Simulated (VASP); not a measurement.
Runs of VASP 6.6.1 on Be. The structure is that of space group Fm-3m (No. 225), or close to it. The cells are those of the table. This isn't the form of Be at room conditions, which is hcp.

```tsv
task	cell	gap on the mesh (eV)	pressure (GPa)
relaxation of cell and atoms	relaxed to 20 GPa from a = 2.256 Å, angles 60.0°, 1 atom	none	20.1
relaxation of cell and atoms	relaxed from a = 2.256 Å, angles 60.0°, 1 atom	none	0.0
relaxation of cell and atoms	relaxed to 10 GPa from a = 2.256 Å, angles 60.0°, 1 atom	none	10.0
single point	a = 2.197 Å, angles 60.0°, 1 atom	none	(a)
single point	a = 2.225 Å, angles 60.0°, 1 atom	none	0.4
relaxation of cell and atoms	relaxed to 5 GPa from a = 2.256 Å, angles 60.0°, 1 atom	none	5.0
single point	a = 2.131 Å, angles 60.0°, 1 atom	none	20.5
single point	a = 2.173 Å, angles 60.0°, 1 atom	none	10.4
```

Alike in all rows: level PBEsol; potentials or basis VASP PAW PBE potentials, release 64 (Be); no spin polarisation; k mesh 23 × 23 × 23; cutoff (eV) 600; smearing fermi-dirac 0.05 eV.

Question: Estimate the missing entries.

Answer: (a) 5.4.

Caveats: the PAW data sets were made with another functional, which shifts forces and pressure a little; the cell is relaxed towards a set pressure, so the run minimises the enthalpy, not the energy (at least some runs); the cell stands under pressure (at least some runs).

A gap of «none» marks levels without a gap at the run's occupations.
